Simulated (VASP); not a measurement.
## As: single point with revPBE+D3(BJ)

Crystal: As.

```
As
1.0
     2.67126    0.00000    0.00000
     0.00000    2.67126    0.00000
     0.00000    0.00000    2.67126
As
1
Direct
  0.50000 0.50000 0.50000
```

| Quantity | Value |
| --- | --- |
| Program | VASP 6.6.1 |
| Task | single point |
| Functional | revPBE |
| Dispersion | D3(BJ) |
| Potentials or basis | VASP PAW PBE potentials, release 64 (As) |
| Cutoff | 520 eV |
| k mesh | 7 × 7 × 7 |
| Occupations | fermi-dirac, width 0.3 eV |
| Spin | no spin polarisation |

| Quantity | Value |
| --- | --- |
| Pressure | 0.2 GPa |
| Dispersion energy per atom | -0.926 eV |

Levels at points of the mesh, in eV from the Fermi level:
```
           k point  band 1  band 2  band 3  band 4  band 5  band 6
(0.00, 0.00, 0.00)  -15.25    4.37    4.37    4.37    8.55    8.55
```

It took 4.9 s on 1 thread of Intel Xeon 8259CL, with other jobs on the host, peak memory 0.13 GiB.

Caveat: the PAW data sets were made with another functional, which shifts forces and pressure a little; pairwise dispersion overbinds metals, which lowers pressure and volume.
